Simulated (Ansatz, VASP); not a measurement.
**MnGa3 in VASP and in Ansatz**

```
Ga Mn
1.0
     0.00000    3.43086    3.43086
     3.43086    0.00000    3.43086
     3.43086    3.43086    0.00000
Ga Mn
3 1
Direct
  0.25000 0.25000 0.25000
  0.75000 0.75000 0.75000
  0.50000 0.50000 0.50000
  0.00000 0.00000 0.00000
```

Alike in both runs: task single point; functional PBE; k mesh 12 × 12 × 12; occupations gaussian, width 0.1 eV; no spin polarisation.

|  | VASP | Ansatz |
| --- | --- | --- |
| version | VASP 6.6.1 | Ansatz 0.2.0 |
| potentials or method | VASP PAW PBE potentials, release 64 (Ga_d, Mn_pv), cutoff 520 eV | scalar-relativistic, plane waves, PAW |
| valence electrons in the cell | 52 | 54 |

```tsv
	VASP	Ansatz	Ansatz less VASP
gap on the k mesh at the Fermi level (eV)	none	none	-
pressure (GPa)	-12.8	-12.9	-0.09
```

A gap of «none» marks a metal or a gap that the smearing closes. VASP's potentials hold 52 valence electrons a cell and Ansatz's 54, so a difference there can come from the potentials and not from the codes.
